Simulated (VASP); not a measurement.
Set up this calculation in VASP 6.6.1, as the native input.

| Item | Value |
| --- | --- |
| Task | single point |
| Functional | PBE |
| Potentials or basis | VASP PAW PBE potentials, release 64 (Ca_sv) |
| Cutoff | 520 eV |
| k mesh | 10 × 10 × 10 |
| Occupations | fermi-dirac, width 0.1 eV |
| Spin | no spin polarisation |
| Dipole correction | no |
| Further INCAR settings | ALGO = Normal; EDIFF = 1e-06; NBANDS = 11 |

The structure of Ca lies in POSCAR:

```
Ca
1.0
   -2.1921997140      2.1921997140      2.1921997140
    2.1921997140     -2.1921997140      2.1921997140
    2.1921997140      2.1921997140     -2.1921997140
Ca
1
Direct
    0.0000000000      0.0000000000      0.0000000000
```

This isn't the form of Ca at room conditions, which is fcc.

These files were run (other wordings do the same):

INCAR

```
PREC = Accurate ; ENCUT = 520
EDIFF = 1E-6 ; ISMEAR = -1
SIGMA = 0.1 ; LREAL = False
LASPH = True ; NELM = 100
ALGO = Normal ; ISIF = 2
LWAVE = False ; LCHARG = True
GGA = PE ; LELF = True
LVHAR = True ; NBANDS = 11
```

KPOINTS

```
regular mesh
0
Gamma
  10 10 10
```

Potentials or basis: VASP PAW PBE potentials, release 64 (Ca_sv).

Launch:

```sh
$ cat potpaw_PBE.64/Ca_sv/POTCAR > POTCAR
$ mpirun -np 1 vasp_std > vasp.out
```

Results of the run:

```json
{
  "Pressure": "0.0 GPa",
  "Band gap on the k mesh": "zero (bands 5 and 6 overlap by 0.24 eV)"
}
```

Wall time 9.6 s on 1 thread of Intel(R) Xeon(R) Platinum 8488C (Sapphire Rapids) (shared host), peak memory 0.16 GiB.
